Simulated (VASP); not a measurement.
The system is FeO (Wuestite).

```
Fe O
1.0
     0.00000    2.12627    2.12627
     2.12627    0.00000    2.12627
     2.12627    2.12627    0.00000
Fe O
1 1
Direct
  0.00000 0.00000 0.00000
  0.50000 0.50000 0.50000
```

This cell differs from its parent crystal: volume scaled by 0.96.

Base run:

- Program: VASP 6.6.1
- Functional: PBEsol
- Potentials or basis: VASP PAW PBE potentials, release 64 (Fe, O)
- Cutoff: 520 eV
- k mesh: 11 × 11 × 11
- Occupations: fermi-dirac, width 0.05 eV
- Spin: collinear spin, ferromagnetic start
- Starting moments: [3.0, 0.0] μB

Its results: band gap on the k mesh zero (filled and empty bands overlap); pressure -0.6 GPa; net moment 4.00 μB per cell; site moments Fe +3.60; O +0.31 μB.

Q: The run is repeated on the same cell with these changes: functional from PBEsol to BLYP; dispersion from none to D4. What comes out?

A: Band gap on the k mesh zero (filled and empty bands overlap); pressure 9.3 GPa; net moment 4.00 μB per cell; site moments Fe +3.59; O +0.33 μB.

Several settings changed at once, so the effect can't be laid on one alone.

Caveats: the PAW data sets were made with another functional, which shifts forces and pressure a little; a cell with one magnetic atom can't hold antiferromagnetic order, which such compounds often take; semilocal functionals often make such compounds metallic where correlation or magnetic order opens a gap, which also shifts bond lengths; pairwise dispersion overbinds metals, which lowers pressure and volume (some runs).
